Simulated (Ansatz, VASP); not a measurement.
## CoO: VASP beside Ansatz

File INCAR:

```
  ALGO = Normal
  EDIFF = 1E-6
  EDIFFG = -0.02
  ENCUT = 600
  GGA = RP
  IBRION = 2
  ISIF = 3
  ISMEAR = -1
  ISPIN = 2
  IVDW = 12
  LASPH = True
  LCHARG = False
  LMAXMIX = 4
  LORBIT = 11
  LREAL = False
  LWAVE = False
  MAGMOM = 2 0
  NELM = 150
  NSW = 80
  PREC = Accurate
  SIGMA = 0.05
```

File KPOINTS:

```
k-points
0
Gamma
  11 11 11
```

Contents of POSCAR:

```
CoO
1.0
    0.0000000000      2.1315000000      2.1315000000
    2.1315000000      0.0000000000      2.1315000000
    2.1315000000      2.1315000000      0.0000000000
Co O
1 1
Direct
    0.0000000000      0.0000000000      0.0000000000
    0.5000000000      0.5000000000      0.5000000000
```

File input.yaml:

```yaml
crystal:
  lattice:
    - [0.0, 2.1315, 2.1315]
    - [2.1315, 0.0, 2.1315]
    - [2.1315, 2.1315, 0.0]
  atoms:
    - { symbol: Co, position: [0.0, 0.0, 0.0], spin: 2.0 }
    - { symbol: O, position: [0.5, 0.5, 0.5] }
kpoints:
  mp_grid: { grid: [11, 11, 11] }
scf:
  occupations: { method: fermi_dirac, width: 0.05 }
hamiltonian:
  xc: rpbe
  dispersion: d3bj
  pseudopotentials: { kind: all_electron, lapw: { basis_error: 0.001 } }
magnetization:
  spin_polarized: true
output:
  forces: true
  stress: true
relax:
  f_tol: 0.02
  max_steps: 60
  cell: {}
```

Alike in both runs: task relaxation of cell and atoms; functional RPBE; dispersion D3(BJ); k mesh 11 × 11 × 11; occupations fermi-dirac, width 0.05 eV; collinear spin.

|  | VASP | Ansatz |
| --- | --- | --- |
| version | VASP 6.6.1 | Ansatz 0.2.0 |
| potentials or method | VASP PAW PBE potentials, release 64 (Co, O), cutoff 600 eV | all-electron LAPW, scalar-relativistic |

Ansatz gave:

| Property | Result |
| --- | --- |
| net moment per atom (μB) | 1.47 |
| size of the moment on the site where the two differ most (μB) | 2.60 |
| relaxed volume (Å³/atom) | 9.63 |
| relaxed cell length with the largest relative difference (Å) | 3.009 |

**Question.** Which values does VASP return?

**Answer.** net moment per atom (μB): 1.22; size of the moment on the site where the two differ most (μB): 2.23; relaxed volume (Å³/atom): 8.78; relaxed cell length with the largest relative difference (Å): 2.917.

The net moments are unlike, so the other rows may belong to different states. VASP's potentials were made for PBE, not for RPBE. Site moments also hang on the region over which each program counts them. Ansatz ran all-electron here, and VASP with PAW potentials.
